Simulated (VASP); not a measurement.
The system is Hf3C2.

```
Hf C
1.0
     2.87500   -4.98500    0.00000
     2.87500    4.98500    0.00000
    -1.92273    0.00000    5.42961
Hf C
6 4
Direct
  0.25000 0.25000 0.24500
  0.75000 0.75000 0.75500
  0.08330 0.41670 0.75500
  0.91670 0.58330 0.24500
  0.41670 0.08330 0.75500
  0.58330 0.91670 0.24500
  0.50000 0.50000 0.00000
  0.33330 0.66670 0.50000
  0.66670 0.33330 0.50000
  0.00000 0.00000 0.50000
```

| Quantity | Value |
| --- | --- |
| Program | VASP 6.6.1 |
| Task | relaxation of cell and atoms |
| Functional | PBE |
| Potentials or basis | VASP PAW PBE potentials, release 64 (Hf_pv, C) |
| Cutoff | 600 eV |
| k mesh | 4 × 4 × 3 |
| Occupations | gaussian, width 0.2 eV |
| Spin | no spin polarisation |

At the start: pressure -11.0 GPa; volume 15.56 Å³/atom.

Where does the relaxation end?

Over 9 steps the energy falls by 114.3 meV/atom and the volume is 14.96 Å³/atom (-3.8 %); space group C2/m (No. 12, to 0.1 Å) before and after.

The path:
```csv
step,energy change (eV),largest force (eV/Å),pressure (GPa),volume (Å³)
1,0.0000,2.7073,-11.00,155.63
2,0.5073,2.2300,32.20,132.78
3,-0.8835,1.1919,4.48,144.60
4,-0.8849,1.1234,5.14,144.23
5,-1.1250,0.4729,0.57,149.78
6,-1.1274,0.3862,0.93,149.26
7,-1.1350,0.2049,-1.56,150.98
8,-1.1393,0.1288,-0.64,150.33
9,-1.1427,0.0761,0.38,149.64
```

Final structure:
```yaml
crystal:
  lattice:
    - [2.84049, -4.91031, -0.00252]
    - [2.84049, 4.91031, -0.00252]
    - [-1.90442, 0.00000, 5.36612]
  atoms:
    - { symbol: Hf, position: [0.26382, 0.26382, 0.25660] }
    - { symbol: Hf, position: [0.73618, 0.73618, 0.74340] }
    - { symbol: Hf, position: [0.09084, 0.41258, 0.73617] }
    - { symbol: Hf, position: [0.90916, 0.58742, 0.26383] }
    - { symbol: Hf, position: [0.41258, 0.09084, 0.73617] }
    - { symbol: Hf, position: [0.58742, 0.90916, 0.26383] }
    - { symbol: C, position: [0.50000, 0.50000, 0.00000] }
    - { symbol: C, position: [0.33355, 0.66645, 0.50000] }
    - { symbol: C, position: [0.66645, 0.33355, 0.50000] }
    - { symbol: C, position: [0.00000, 0.00000, 0.50000] }
```

Caveat: the k points lie up to 0.39 Å⁻¹ apart in the final cell, too coarse for converged energies and pressures of a metal; the relaxation stopped at a loose force limit of 0.08 eV/Å, so its end isn't a converged minimum.
